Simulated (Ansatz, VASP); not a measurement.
## One calculation of Sc, two programs

```
CELL_PARAMETERS angstrom
0.00000 2.21374 2.32726
2.21374 0.00000 2.32726
2.21374 2.21374 0.00000
ATOMIC_POSITIONS crystal
Sc 0.00000 0.00000 0.00000
```

Change from the starting cell: strain -0.025 along x and y, +0.025 along z, atoms carried along.

Alike in both runs: task single point; functional PBEsol; k mesh 18 × 18 × 18; occupations gaussian, width 0.15 eV; no spin polarisation.

```csv
,VASP,Ansatz
version,VASP 6.6.1,Ansatz 0.2.0
potentials or method,"VASP PAW PBE potentials, release 64 (Sc_sv), cutoff 520 eV","scalar-relativistic, plane waves, PAW"
valence electrons in the cell,11,11
```

```csv
,VASP,Ansatz,Ansatz less VASP
gap on the k mesh at the Fermi level (eV),none,none,-
pressure (GPa),1.9,1.9,+0.04
"traceless stress, the component that is largest in VASP (GPa)",-1.10,-1.10,+0.004
```

VASP's potentials were made for PBE, not for PBEsol. A gap of «none» marks a metal or a gap that the smearing closes.
